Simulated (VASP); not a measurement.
The system is Ti3Si.

```
Ti Si
1.0
     0.00000    3.14436    3.14436
     3.14436    0.00000    3.14436
     3.14436    3.14436    0.00000
Ti Si
3 1
Direct
  0.75000 0.75000 0.75000
  0.25000 0.25000 0.25000
  0.00000 0.00000 0.00000
  0.50000 0.50000 0.50000
```

| Property | Result |
| --- | --- |
| Program | VASP 6.6.1 |
| Task | relaxation of cell and atoms |
| Functional | PBEsol |
| Potentials or basis | VASP PAW PBE potentials, release 64 (Ti_sv, Si) |
| Cutoff | 600 eV |
| k mesh | 6 × 6 × 6 |
| Occupations | gaussian, width 0.02 eV |
| Spin | no spin polarisation |

At the start: pressure -5.1 GPa; volume 15.54 Å³/atom.

How do energy, volume and symmetry change on relaxing?

Over 3 steps the energy falls by 9.4 meV/atom and the volume is 14.97 Å³/atom (-3.7 %); space group Fm-3m (No. 225, to 0.05 Å).

Step by step:
| step | energy change (eV) | largest force (eV/Å) | pressure (GPa) | volume (Å³) |
| --- | --- | --- | --- | --- |
| 1 | 0.0000 | 0.0000 | -5.07 | 62.18 |
| 2 | -0.0055 | 0.0000 | 5.22 | 57.85 |
| 3 | -0.0375 | 0.0000 | -0.06 | 59.88 |

Final structure:
```yaml
crystal:
  lattice:
    - [0.00000, 3.10521, 3.10521]
    - [3.10521, 0.00000, 3.10521]
    - [3.10521, 3.10521, 0.00000]
  atoms:
    - { symbol: Ti, position: [0.75000, 0.75000, 0.75000] }
    - { symbol: Ti, position: [0.25000, 0.25000, 0.25000] }
    - { symbol: Ti, position: [0.00000, 0.00000, 0.00000] }
    - { symbol: Si, position: [0.50000, 0.50000, 0.50000] }
```

Caveat: the PAW data sets were made with another functional, which shifts forces and pressure a little.
